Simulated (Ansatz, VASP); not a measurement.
**CdS in VASP and in Ansatz**

```xyz
4
Lattice="4.1550 0.0000 0.0000 -2.0775 3.5983 0.0000 0.0000 0.0000 6.5085" Properties=species:S:1:pos:R:3 pbc="T T T"
Cd    0.0000    2.3989   -0.0342
Cd    2.0775    1.1994    3.2201
S     0.0000    2.3989    2.4749
S     2.0775    1.1994    5.7291
```

Change from the starting cell: film at in-plane strain +0.02.

Alike in both runs: task single point; functional LDA; k mesh 6 × 6 × 4; no spin polarisation.

|  | VASP | Ansatz |
| --- | --- | --- |
| version | VASP 6.6.1 | Ansatz 0.2.0 |
| potentials or method | VASP PAW LDA potentials, release 64 (Cd, S), cutoff 520 eV | all-electron LAPW, scalar-relativistic |
| occupations | gaussian, width 0.01 eV | fixed |

Ansatz gave:

```
gap on the k mesh at the Fermi level (eV)                     : 0.99
pressure (GPa)                                                : -1.3
traceless stress, the component that is largest in VASP (GPa) : 1.31
```

**Question.** Which values does VASP return?

**Answer.** gap on the k mesh at the Fermi level (eV): 1.02; pressure (GPa): -0.7; traceless stress, the component that is largest in VASP (GPa): 1.31.

LDA's correlation is that of Perdew and Zunger in VASP and of Perdew and Wang (1992) in Ansatz. Ansatz ran all-electron here, and VASP with PAW potentials.
